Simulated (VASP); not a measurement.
# SrTiO3: single point with r2SCAN

SrTiO3:

```
Sr Ti O
1.0
     3.78965    0.00000    0.00000
     0.00000    3.78965    0.00000
     0.00000    0.00000    3.98582
Sr Ti O
1 1 3
Direct
  0.00000 0.00000 0.00000
  0.50000 0.50000 0.50000
  0.50000 0.50000 0.00000
  0.50000 0.00000 0.50000
  0.00000 0.50000 0.50000
```

This cell differs from its parent crystal: epitaxial xy strain -3.0%.

```json
{
  "Program": "VASP 6.6.1",
  "Task": "single point",
  "Functional": "r2SCAN",
  "Potentials or basis": "VASP PAW PBE potentials, release 64 (Sr_sv, Ti_sv, O)",
  "Cutoff": "520 eV",
  "k mesh": "6 × 6 × 6",
  "Occupations": "gaussian, width 0.01 eV",
  "Spin": "non-collinear spin, zero start, spin-orbit coupling",
  "Starting moments": "[[0.0, 0.0, 0.0], [0.0, 0.0, 0.0], [0.0, 0.0, 0.0], [0.0, 0.0, 0.0], [0.0, 0.0, 0.0]] μB",
  "Dipole correction": "no",
  "Further INCAR settings": "ALGO = Normal; EDIFF = 1e-07; NBANDS = 55"
}
```

```json
{
  "Pressure": "10.4 GPa",
  "Net moment": "0.00 μB per cell",
  "Valence electrons inside the program's atomic spheres": "Sr 8.11; Ti 10.35; O 5.09, 5.13 (each value once)"
}
```

Stress tensor (GPa, compression positive):
```
15.11  0.00  0.00
 0.00 15.11  0.00
 0.00  0.00  0.85
```

Moments on the atoms (μB; x, y, z):
```
Sr  0.00 0.00 0.00
Ti  0.00 0.00 0.00
O   0.00 0.00 0.00
O   0.00 0.00 0.00
O   0.00 0.00 0.00
```

Run time: 12 min on 1 thread of Intel(R) Xeon(R) 6975P-C (Granite Rapids) (shared host), peak memory 0.43 GiB.

Caveat: the cell differs from its parent crystal (epitaxial xy strain -3.0%); the stress differs along the axes, from 1 to 15 GPa; the PAW data sets were made with another functional, which shifts forces and pressure a little.
